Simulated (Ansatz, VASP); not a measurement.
**One calculation of BeS, two programs**

INCAR

```
ALGO     = Normal         # electronic algorithm
EDIFF    = 1E-6           # SCF threshold, eV
ENCUT    = 600            # plane-wave cutoff, eV
GGA_COMPAT= F            
ISIF     = 2              # what is computed and relaxed
ISMEAR   = -1             # smearing method
LASPH    = T              # aspherical terms in the spheres
LCHARG   = F              # write CHGCAR
LREAL    = F              # projectors in reciprocal space
LWAVE    = F              # write WAVECAR
NBANDS   = 11             # bands
NELM     = 120            # most SCF steps
PREC     = Accurate       # precision mode
SIGMA    = 0.08           # smearing width, eV
```

KPOINTS

```
k-points
0
Gamma
  17 17 17
```

File POSCAR:

```
BeS
1.0
    0.0000000000      2.2778543656      2.2778543656
    2.2778543656      0.0000000000      2.2778543656
    2.2778543656      2.2778543656      0.0000000000
Be S
1 1
Direct
    0.0000000000      0.0000000000      0.0000000000
    0.5000000000      0.5000000000      0.5000000000
```

Input for Ansatz:

```yaml
crystal:
  lattice:
    - [0.0, 2.2778543656, 2.2778543656]
    - [2.2778543656, 0.0, 2.2778543656]
    - [2.2778543656, 2.2778543656, 0.0]
  atoms:
    - { symbol: Be, position: [0.0, 0.0, 0.0] }
    - { symbol: S, position: [0.5, 0.5, 0.5] }
kpoints:
  mp_grid: { grid: [17, 17, 17] }
  band_path:
    path:
      - [0.0, 0.0, 0.0]
      - [0.5, 0.0, 0.5]
      - [0.625, 0.25, 0.625]
      - [0.375, 0.375, 0.75]
      - [0.0, 0.0, 0.0]
      - [0.5, 0.5, 0.5]
      - [0.5, 0.25, 0.75]
      - [0.5, 0.0, 0.5]
    npoints: 14
scf:
  occupations: { method: fermi_dirac, width: 0.08 }
hamiltonian:
  xc: lda
  pseudopotentials: { kind: all_electron, lapw: { basis_error: 0.001 } }
output:
  forces: true
  stress: true
  eigenvalues: true
  populations: true
  dos: { projected: true, de: 0.2, e_range: [-14, 8] }
```

Alike in both runs: task single point; functional LDA; k mesh 17 × 17 × 17; occupations fermi-dirac, width 0.08 eV; no spin polarisation.

|  | VASP | Ansatz |
| --- | --- | --- |
| version | VASP 6.6.1 | Ansatz 0.2.0 |
| potentials or method | VASP PAW LDA potentials, release 64 (Be, S), cutoff 600 eV | all-electron LAPW, scalar-relativistic |

Ansatz gave:

| Item | Value |
| --- | --- |
| pressure (GPa) | 0.0 |

Which values does VASP return?

Pressure (GPa): 0.1.

LDA's correlation is that of Perdew and Zunger in VASP and of Perdew and Wang (1992) in Ansatz. Ansatz ran all-electron here, and VASP with PAW potentials.
